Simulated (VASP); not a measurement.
A run of VASP 6.6.1 is set up as follows.

Contents of INCAR:

```
SYSTEM = MgO
ALGO = Normal
EDIFF = 1E-6
ENCUT = 520
GGA = PS
ISIF = 2
ISMEAR = -1
LASPH = .True.
LCHARG = .False.
LREAL = .False.
LWAVE = .False.
NBANDS = 16
NELM = 60
PREC = Accurate
SIGMA = 0.05
```

KPOINTS

```
k-points
0
Gamma
  9 9 6
  0 0 0
```

POSCAR

```
MgO
1.0
    3.3513154912      0.0000000000      0.0000000000
   -1.6756577457      2.9023243515      0.0000000000
    0.0000000000      0.0000000000      5.0484534221
Mg O
2 2
Direct
    0.6666666667      0.3333333333      0.5021597400
    0.3333333333      0.6666666667      0.0021597400
    0.6666666667      0.3333333333      0.9024402600
    0.3333333333      0.6666666667      0.4024402600
```

Potentials or basis: VASP PAW PBE potentials, release 64 (Mg, O).

Run with:

```console
$ cat potpaw_PBE.64/Mg/POTCAR potpaw_PBE.64/O/POTCAR > POTCAR
$ mpirun -np 1 vasp_std > vasp.out
```

(1) Predict the largest force.

(2) Predict the band gap on the k mesh.

Answers

(1) 0.045 eV/Å.

(2) 3.14 eV, direct.

Caveat: the PAW data sets were made with another functional, which shifts forces and pressure a little.
